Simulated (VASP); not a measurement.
# Nb (Im-3m) in VASP: single point with PBEsol

Aim: the single point of Nb with PBEsol.

All numbers are computed with VASP 6.6.1; they aren't measurements. Logs are shortened: lines on timing, memory, paths and dates and some standing lists are left out, and cuts for length are marked.

## (1) The cell of the first run

It takes space group Im-3m (No. 229, cubic). Conventional cell: a = 3.328 Å, b = 3.328 Å, c = 3.328 Å, α = 90.00°, β = 90.00°, γ = 90.00°. Within 3.8 Å of Nb (site symmetry m-3m) lie 14 Nb at 2.88 to 3.33 Å.

## (2) Single point, PBEsol

INCAR

```
ALGO     = Normal         # electronic algorithm
EDIFF    = 1E-6           # SCF threshold, eV
ENCUT    = 520            # plane-wave cutoff, eV
GGA      = PS             # functional
ISIF     = 2              # what is computed and relaxed
ISMEAR   = 0              # smearing method
LASPH    = True           # aspherical terms in the spheres
LCHARG   = True           # write CHGCAR
LELF     = True           # ELF
LREAL    = False          # projectors in reciprocal space
LVHAR    = True         
LWAVE    = False          # write WAVECAR
NBANDS   = 12             # bands
NELM     = 60             # most SCF steps
PREC     = Accurate       # precision mode
SIGMA    = 0.05           # smearing width, eV
```

KPOINTS

```
k-points
0
Gamma
  16 16 16
```

POSCAR

```
Nb
1.0
   -1.6639500000      1.6639500000      1.6639500000
    1.6639500000     -1.6639500000      1.6639500000
    1.6639500000      1.6639500000     -1.6639500000
Nb
1
Direct
    0.0000000000      0.0000000000      0.0000000000
```

Potentials or basis: VASP PAW PBE potentials, release 64 (Nb_sv).

Run with:

```console
$ cat potpaw_PBE.64/Nb_sv/POTCAR > POTCAR
$ mpirun -np 1 vasp_std > vasp.out
```

OUTCAR:

```text
EDIFF = 1E-6
   ENCUT = 520
   GGA = PS
   ISIF = 2
   ISMEAR = 0
   LASPH = True
   LREAL = False
   NELM = 60
   PREC = Accurate

 ion  position               nearest neighbor table
   1  0.000  0.000  0.000-

  LATTYP: Found a body centered cubic cell.
 ALAT       =     3.3279000000

  Lattice vectors:

 A1 = (  -1.6639500000,   1.6639500000,   1.6639500000)
 A2 = (   1.6639500000,  -1.6639500000,   1.6639500000)
 A3 = (   1.6639500000,   1.6639500000,  -1.6639500000)

Analysis of symmetry for initial positions (statically):
=====================================================================
 Subroutine PRICEL returns:
 Original cell was already a primitive cell.

 Routine SETGRP: Setting up the symmetry group for a
 body centered cubic supercell.

 Subroutine GETGRP returns: Found 48 space group operations
 (whereof 48 operations were pure point group operations)
 out of a pool of 48 trial point group operations.

The static configuration has the point symmetry O_h .

Analysis of symmetry for dynamics (positions and initial velocities):
=====================================================================
 Subroutine PRICEL returns:
 Original cell was already a primitive cell.

 Routine SETGRP: Setting up the symmetry group for a
 body centered cubic supercell.

 Subroutine GETGRP returns: Found 48 space group operations
 (whereof 48 operations were pure point group operations)
 out of a pool of 48 trial point group operations.

The dynamic configuration has the point symmetry O_h .

 Subroutine INISYM returns: Found 48 space group operations
 (whereof 48 operations are pure point group operations),
 and found     1 'primitive' translations

----------------------------------------------------------------------------------------

                                     Primitive cell

  volume of cell :      18.4281

  direct lattice vectors                    reciprocal lattice vectors
    -1.663950000  1.663950000  1.663950000     0.000000000  0.300489798  0.300489798
     1.663950000 -1.663950000  1.663950000     0.300489798  0.000000000  0.300489798
     1.663950000  1.663950000 -1.663950000     0.300489798  0.300489798  0.000000000

  length of vectors
     2.882045941  2.882045941  2.882045941     0.424956748  0.424956748  0.424956748

  position of ions in fractional coordinates (direct lattice)
     0.000000000  0.000000000  0.000000000

  ion indices of the primitive-cell ions
   primitive index   ion index
                 1           1

----------------------------------------------------------------------------------------

 KPOINTS: k-points

Automatic generation of k-mesh.
 Grid dimensions read from file:
 generate k-points for:   16   16   16

 Generating k-lattice:

  Cartesian coordinates                     Fractional coordinates (reciprocal lattice)
     0.000000000  0.018780612  0.018780612     0.062500000  0.000000000  0.000000000
     0.018780612  0.000000000  0.018780612     0.000000000  0.062500000  0.000000000
     0.018780612  0.018780612  0.000000000     0.000000000  0.000000000  0.062500000

  Length of vectors
     0.026559797  0.026559797  0.026559797

  Shift w.r.t. Gamma in fractional coordinates (k-lattice)
     0.000000000  0.000000000  0.000000000

 Subroutine IBZKPT returns following result:
 ===========================================

 Found    145 irreducible k-points:

 Following reciprocal coordinates:
            Coordinates               Weight
  0.000000  0.000000  0.000000      1.000000
  0.062500  0.000000  0.000000     12.000000
  0.125000  0.000000  0.000000     12.000000
  0.187500  0.000000  0.000000     12.000000
  0.250000  0.000000  0.000000     12.000000
  0.312500  0.000000  0.000000     12.000000
[... 16 lines left out ...]
  0.187500  0.187500  0.000000     24.000000
  0.250000  0.187500  0.000000     48.000000
 [... further k-points ...]
   k-points           NKPTS =    145   k-points in BZ     NKDIM =    145   number of bands    NBANDS=     12
   number of dos      NEDOS =    301   number of ions     NIONS =      1
   total plane-waves  NPLWV =  13824
   dimension x,y,z NGX =    24 NGY =   24 NGZ =   24
   dimension x,y,z NGXF=    48 NGYF=   48 NGZF=   48
   ions per type =               1
   NGX,Y,Z   is equivalent  to a cutoff of  13.84, 13.84, 13.84 a.u.
   NGXF,Y,Z  is equivalent  to a cutoff of  27.69, 27.69, 27.69 a.u.
 SYSTEM =  unknown system
   PREC   = accura    normal or accurate (medium, high low for compatibility)
   ISTART =      0    job   : 0-new  1-cont  2-samecut
   ICHARG =      2    charge: 1-file 2-atom 10-const
   ISPIN  =      1    spin polarized calculation?
   LNONCOLLINEAR =      F non collinear calculations
   LSORBIT =      F    spin-orbit coupling
   LASPH  =      T    aspherical Exc in radial PAW
   ENCUT  =  520.0 eV  38.22 Ry    6.18 a.u.   5.36  5.36  5.36*2*pi/ulx,y,z
   NELM   =     60;   NELMIN=  2; NELMDL= -5     # of ELM steps
   EDIFF  = 0.1E-05   stopping-criterion for ELM
   LREAL  =      F    real-space projection
   EDIFFG = 0.1E-04   stopping-criterion for IOM
   NSW    =      0    number of steps for IOM
   IBRION =     -1    ionic relax: 0-MD 1-quasi-New 2-CG
   NFREE  =      0    steps in history (QN), initial steepest desc. (CG)
   ISIF   =      2    stress and relaxation
   ISYM   =      2    0-nonsym 1-usesym 2-fastsym
   POTIM  = 0.5000    time-step for ionic-motion
   TEBEG  =    0.0;   TEEND  =   0.0 temperature during run
   PSTRESS=    0.0 pullay stress
   NELECT =      13.0000    total number of electrons
   NUPDOWN=      -1.0000    fix difference up-down
   EMIN   =  10.00;   EMAX   =-10.00  energy-range for DOS
   EFERMI =   0.00;   METHOD = LEGACY
   ISMEAR =     0;   SIGMA  =   0.05  broadening in eV -4-tet -1-fermi 0-gaus
   EFERMI_NEDOS =   21; number of points for ismear=-14 and -15
   IALGO  =     38    algorithm
   IMIX   =      4    mixing-type and parameters
     AMIX     =   0.40;   BMIX     =  1.00
     AMIX_MAG =   1.60;   BMIX_MAG =  1.00
  volume/ion in A,a.u.               =      18.43       124.36
  Fermi-wavevector in a.u.,A,eV,Ry     =   1.457345  2.753983 28.896790  2.123854
  Thomas-Fermi vector in A             =   2.574157
   LORBIT       =      0    0 simple, 1 ext, 2 COOP (PROOUT), +10 PAW based schemes
   GGA     = PS    functional components
   LHFCALC =     F    Hartree Fock is set to
   AEXX    =    0.0000 exact exchange contribution
   IVDW    =     0    specifies the selected vdW correction
   LEPSILON=     F    determine dielectric tensor
   LRPA    =     F    only Hartree local field effects (RPA)
 non-spin polarized calculation
 Gauss-broadening in eV      SIGMA  =   0.05
  energy-cutoff  :      520.00
  volume of cell :       18.43
 maximum number of plane-waves:       531
 NGX is ok and might be reduce to    24
   NGX = 11   NGY = 11   NGZ = 11

 number of electron      12.9999999 magnetization

 Free energy of the ion-electron system (eV)
  ---------------------------------------------------
  ext. energy  EPLUGINS =         0.00000000
  ---------------------------------------------------
  free energy    TOTEN  =       -10.92794672 eV

  energy without entropy =      -10.92568410  energy(sigma->0) =      -10.92681541

 E-fermi :  10.7369     XC(G=0): -12.5109

 val. band max:       10.7255061411   @ k =  -0.2500   0.3125   0.1250
 cond. band min:      10.7427297349   @ k =   0.3125   0.1875   0.0000
 fundamental gap:      0.0172235938
 Fermi energy:        10.7369232883

 k-point     1 :       0.0000    0.0000    0.0000
  band No.  band energies     occupation
      1     -43.5682      2.00000
      2     -18.9313      2.00000
      3     -18.9313      2.00000
      4     -18.9313      2.00000
      5       4.7993      2.00000
      6      11.1024      0.00000
      7      11.1024      0.00000
      8      11.1024      0.00000
      9      13.9363      0.00000
     10      13.9363      0.00000
     11      24.8772      0.00000
     12      24.8772      0.00000

 k-point     2 :       0.0625    0.0000    0.0000
  band No.  band energies     occupation
      1     -43.5597      2.00000
      2     -18.9834      2.00000
      3     -18.9471      2.00000
      4     -18.9316      2.00000
      5       4.9574      2.00000
      6      11.0058      0.00000
      7      11.0797      0.00000
      8      11.2530      0.00000
      9      13.7884      0.00000
     10      13.9370      0.00000
     11      25.0057      0.00000
     12      25.1523      0.00000

 k-point     3 :       0.1250    0.0000    0.0000
  band No.  band energies     occupation
      1     -43.5357      2.00000
      2     -19.1303      2.00000
      3     -18.9922      2.00000
      4     -18.9327      2.00000
      5       5.4052      2.00000
      6      10.7438      0.84621
      7      10.9776      0.00000
      8      11.6972      0.00000
      9      13.4997      0.00000
     10      13.9482      0.00000
     11      25.2970      0.00000
     12      25.9374      0.00000
[... 286 lines left out ...]
 k-point    23 :       0.1875    0.1875    0.0000
  band No.  band energies     occupation
      1     -43.4030      2.00000
      2     -19.8042      2.00000
      3     -19.2375      2.00000
      4     -19.0245      2.00000
      5       7.7028      2.00000
      6       9.7074      2.00000
      7      10.0872      2.00000
      8      13.1656      0.00000
      9      14.5632      0.00000
     10      15.2051      0.00000
     11      24.5755      0.00000
     12      25.9338      0.00000

 k-point    24 :       0.2500    0.1875    0.0000
  band No.  band energies     occupation
      1     -43.3687      2.00000
      2     -19.9315      2.00000
      3     -19.3438      2.00000
      4     -19.0415      2.00000
      5       8.0281      2.00000
      6       9.4853      2.00000
      7      10.2917      2.00000
      8      13.3834      0.00000
      9      14.6734      0.00000
     10      16.5024      0.00000
     11      23.5236      0.00000
     12      25.1400      0.00000

 [... further k-points ...]

------------------------ aborting loop because EDIFF is reached ----------------------------------------

  FORCE on cell =-STRESS in cart. coord.  units (eV):
  Direction    XX          YY          ZZ          XY          YZ          ZX
  --------------------------------------------------------------------------------------
  -------------------------------------------------------------------------------------
  Total       -1.0284597     -1.0284597     -1.0284597      0.0000000     -0.0000000     -0.0000000
  in kB      -89.4163770    -89.4163770    -89.4163770      0.0000000     -0.0000000     -0.0000000
  external PRESSURE =     -89.4163770 kB  Pullay stress =       0.0000000 kB

 VOLUME and BASIS-vectors are now :
 -----------------------------------------------------------------------------
  energy-cutoff  :      520.00
  volume of cell :       18.43
      direct lattice vectors                 reciprocal lattice vectors
    -1.663950000  1.663950000  1.663950000     0.000000000  0.300489798  0.300489798
     1.663950000 -1.663950000  1.663950000     0.300489798  0.000000000  0.300489798
     1.663950000  1.663950000 -1.663950000     0.300489798  0.300489798  0.000000000

 POSITION                                       TOTAL-FORCE (eV/Angst)
 -----------------------------------------------------------------------------------
      0.00000      0.00000      0.00000        -0.000000      0.000000      0.000000
 -----------------------------------------------------------------------------------
    total drift:                               -0.000000      0.000000     -0.000000

  FREE ENERGIE OF THE ION-ELECTRON SYSTEM (eV)
  ---------------------------------------------------
  free  energy   TOTEN  =       -10.9279467206 eV

  energy  without entropy=      -10.9256840961  energy(sigma->0) =      -10.92681541
```

It took 38 s on 1 thread of Intel Xeon 6975P-C, shared host; peak memory 0.16 GiB.

Results:

| Property | Result |
| --- | --- |
| Free energy | -10.9279 eV |
| Pressure | -8.9 GPa |

Caveat: the PAW data sets were made with another functional, which shifts forces and pressure a little.
